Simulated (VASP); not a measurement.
# Ti4BeP (P4/mmm) in VASP: further runs, part 2 of 2

VASP 6.6.1. Earlier steps stand in the parts before.

### 3 Relaxation of cell and atoms, PBE

This run uses another cell than the first one, of 12.74 Å³/atom.

File INCAR:

```
PREC     = Accurate       # precision mode
ENCUT    = 600            # plane-wave cutoff, eV
EDIFF    = 1E-6           # SCF threshold, eV
ISMEAR   = 0              # smearing method
SIGMA    = 0.1            # smearing width, eV
LREAL    = False          # projectors in reciprocal space
LASPH    = True           # aspherical terms in the spheres
NELM     = 60             # most SCF steps
ALGO     = Normal         # electronic algorithm
ISIF     = 3              # what is computed and relaxed
LWAVE    = False          # write WAVECAR
LCHARG   = False          # write CHGCAR
GGA      = PE             # functional
IBRION   = 2              # ionic algorithm
NSW      = 90             # ionic steps
EDIFFG   = -0.04          # ionic threshold
```

File KPOINTS:

```
regular mesh
0
Gamma
  6 6 4
```

File POSCAR:

```
Ti4BeP
1.0
    3.5396549207      0.0000000000      0.0000000000
    0.0000000000      3.5396549207      0.0000000000
    0.0000000000      0.0000000000      6.1010818059
Ti Be P
4 1 1
Direct
    0.5000000000      0.0000000000      0.0000000000
    0.0000000000      0.5000000000      0.0000000000
    0.0000000000      0.0000000000      0.2770000000
    0.0000000000      0.0000000000      0.7230000000
    0.5000000000      0.5000000000      0.5000000000
    0.0000000000      0.0000000000      0.0000000000
```

Potentials or basis: VASP PAW PBE potentials, release 64 (Ti_sv, Be, P).

The run is started by

```bash
> cat potpaw_PBE.64/Ti_sv/POTCAR potpaw_PBE.64/Be/POTCAR potpaw_PBE.64/P/POTCAR > POTCAR
> mpirun -np 1 vasp_std > vasp.out
```

OUTCAR:

```text
PREC = Accurate
   ENCUT = 600
   EDIFF = 1E-6
   ISMEAR = 0
   LREAL = False
   LASPH = True
   NELM = 60
   ISIF = 3
   GGA = PE
   IBRION = 2
   NSW = 90
   EDIFFG = -0.04

 ion  position               nearest neighbor table
   1  0.500  0.000  0.000-   6 1.77   6 1.77   3 2.45   3 2.45   4 2.45   4 2.45   2 2.50   2 2.50
                             2 2.50   2 2.50
   2  0.000  0.500  0.000-   6 1.77   6 1.77   3 2.45   3 2.45   4 2.45   4 2.45   1 2.50   1 2.50
                             1 2.50   1 2.50
   3  0.000  0.000  0.277-   6 1.69   2 2.45   1 2.45   2 2.45   1 2.45   4 2.72
   4  0.000  0.000  0.723-   6 1.69   2 2.45   1 2.45   2 2.45   1 2.45   3 2.72
   5  0.500  0.500  0.500-
   6  0.000  0.000  0.000-   3 1.69   4 1.69   1 1.77   2 1.77   2 1.77   1 1.77

  LATTYP: Found a simple tetragonal cell.
 ALAT       =     3.5396549207
 C/A-ratio  =     1.7236374569

  Lattice vectors:

 A1 = (   3.5396549207,   0.0000000000,   0.0000000000)
 A2 = (   0.0000000000,   3.5396549207,   0.0000000000)
 A3 = (   0.0000000000,   0.0000000000,   6.1010818059)

Analysis of symmetry for initial positions (statically):
=====================================================================
 Subroutine PRICEL returns:
 Original cell was already a primitive cell.

 Routine SETGRP: Setting up the symmetry group for a
 simple tetragonal supercell.

 Subroutine GETGRP returns: Found 16 space group operations
 (whereof 16 operations were pure point group operations)
 out of a pool of 16 trial point group operations.

The static configuration has the point symmetry D_4h.

Analysis of symmetry for dynamics (positions and initial velocities):
=====================================================================
 Subroutine PRICEL returns:
 Original cell was already a primitive cell.

 Routine SETGRP: Setting up the symmetry group for a
 simple tetragonal supercell.

 Subroutine GETGRP returns: Found 16 space group operations
 (whereof 16 operations were pure point group operations)
 out of a pool of 16 trial point group operations.
[... 141 lines left out ...]
 non-spin polarized calculation
 Gauss-broadening in eV      SIGMA  =   0.10
  energy-cutoff  :      600.00
  volume of cell :       76.44
 maximum number of plane-waves:      2588
   NGX = 15   NGY = 15   NGZ = 25

--------------------------------------- Ionic step        1  -------------------------------------------

 number of electron      55.0000006 magnetization

 Free energy of the ion-electron system (eV)
  ---------------------------------------------------
  ext. energy  EPLUGINS =         0.00000000
  ---------------------------------------------------
  free energy    TOTEN  =       -11.79924711 eV

  energy without entropy =      -11.77423929  energy(sigma->0) =      -11.78674320

------------------------ aborting loop because EDIFF is reached ----------------------------------------

  FORCE on cell =-STRESS in cart. coord.  units (eV):
  Direction    XX          YY          ZZ          XY          YZ          ZX
  --------------------------------------------------------------------------------------
  -------------------------------------------------------------------------------------
  Total       66.9361090     66.9361090     82.7890128      0.0000000      0.0000000     -0.0000000
  in kB     1402.9504973   1402.9504973   1735.2201751      0.0000000      0.0000000     -0.0000000
  external PRESSURE =    1513.7070566 kB  Pullay stress =       0.0000000 kB
[... 899 lines left out ...]
     32       2.8852      0.00000
     33       3.2211      0.00000

 [... further k-points ...]

------------------------ aborting loop EDIFF was not reached (unconverged)  ----------------------------

  FORCE on cell =-STRESS in cart. coord.  units (eV):
  Direction    XX          YY          ZZ          XY          YZ          ZX
  --------------------------------------------------------------------------------------
  -------------------------------------------------------------------------------------
  Total       -9.9505998     -9.9505998   3829.0414922      0.0000000      0.0000000      0.0000000
  in kB      -52.9201908    -52.9201908  20363.9589422      0.0000000      0.0000000      0.0000000
  external PRESSURE =    6752.7061869 kB  Pullay stress =       0.0000000 kB
[... 1808 lines left out ...]
     32       4.7391      0.00000
     33       5.0034      0.00000

 [... further k-points ...]

[... ionic steps 4 to 16 ...]

--------------------------------------- Ionic step       17  -------------------------------------------

 number of electron      55.0000058 magnetization

------------------------ aborting loop because EDIFF is reached ----------------------------------------
[... 75 lines left out ...]
--------------------------------------- Ionic step       19  -------------------------------------------

 number of electron      55.0000054 magnetization

 Free energy of the ion-electron system (eV)
  ---------------------------------------------------
  ext. energy  EPLUGINS =         0.00000000
  ---------------------------------------------------
  free energy    TOTEN  =       -35.12158961 eV

  energy without entropy =      -35.07110147  energy(sigma->0) =      -35.09634554

 E-fermi :   4.8166     XC(G=0):  -9.5731

 val. band max:        4.8157330679   @ k =   0.1667   0.0000   0.5000
 cond. band min:       4.8170615053   @ k =   0.0000   0.0000   0.2500
 fundamental gap:      0.0013284375
 Fermi energy:         4.8166143875
[... 897 lines left out ...]
  FREE ENERGIE OF THE ION-ELECTRON SYSTEM (eV)
  ---------------------------------------------------
  free  energy   TOTEN  =       -35.1215896118 eV

  energy  without entropy=      -35.0711014663  energy(sigma->0) =      -35.09634554

 reached required accuracy - stopping structural energy minimisation
```

CONTCAR:

```text
Ti4BeP
   1.00000000000000
     4.4069393544816862    0.0000000000000000   -0.0000000000000000
     0.0000000000000000    4.4069393544816862    0.0000000000000000
     0.0000000000000000   -0.0000000000000000    6.6997623117789837
  Ti              Be              P
     4     1     1
Direct
     0.5000000000000000    0.0000000000000000    0.0000000000000000
     0.0000000000000000    0.5000000000000000    0.0000000000000000
     0.0000000000000000    0.0000000000000000    0.3495671141730984
     0.0000000000000000    0.0000000000000000    0.6504328858269014
     0.5000000000000000    0.5000000000000000    0.5000000000000000
     0.0000000000000000    0.0000000000000000    0.0000000000000000

  0.00000000E+00  0.00000000E+00  0.00000000E+00
  0.00000000E+00  0.00000000E+00  0.00000000E+00
  0.00000000E+00  0.00000000E+00  0.00000000E+00
  0.00000000E+00  0.00000000E+00  0.00000000E+00
  0.00000000E+00  0.00000000E+00  0.00000000E+00
  0.00000000E+00  0.00000000E+00  0.00000000E+00
```

Wall time 26 min (1 thread of Intel Xeon Platinum 8488C (Sapphire Rapids), shared host); peak memory 0.24 GiB.

Results:

| Property | Result |
| --- | --- |
| Free energy | -35.1216 eV |
| Relaxed volume | 21.69 Å³/atom |
| Relaxed cell | a = 4.407 Å, b = 4.407 Å, c = 6.700 Å, α = 90.00°, β = 90.00°, γ = 90.00° |
| Space group after relaxing (to 0.1 Å) | P4/mmm (No. 123) |
| Pressure after relaxing | 0.0 GPa |
| Largest force after relaxing | 0.004 eV/Å |
| Band gap on the k mesh | zero (an odd number of electrons rules out a gap without spin polarisation) |

Forces on the atoms (eV/Å):
```
Ti   0.000  0.000  0.000
Ti   0.000  0.000  0.000
Ti   0.000  0.000 -0.004
Ti   0.000  0.000  0.004
Be   0.000  0.000  0.000
P    0.000  0.000  0.000
```

Final structure:
```xyz
6
Lattice="4.4069 0.0000 0.0000 0.0000 4.4069 0.0000 0.0000 0.0000 6.6998" Properties=species:S:1:pos:R:3 pbc="T T T"
Ti    2.2035    0.0000    0.0000
Ti    0.0000    2.2035    0.0000
Ti    0.0000    0.0000    2.3420
Ti    0.0000    0.0000    4.3577
Be    2.2035    2.2035    3.3499
P     0.0000    0.0000    0.0000
```

Caveat: the volume moved by over 15 % at a fixed basis, so the end points are rough; atoms lie so close that the PAW spheres overlap strongly, which falsifies energies and pressures.
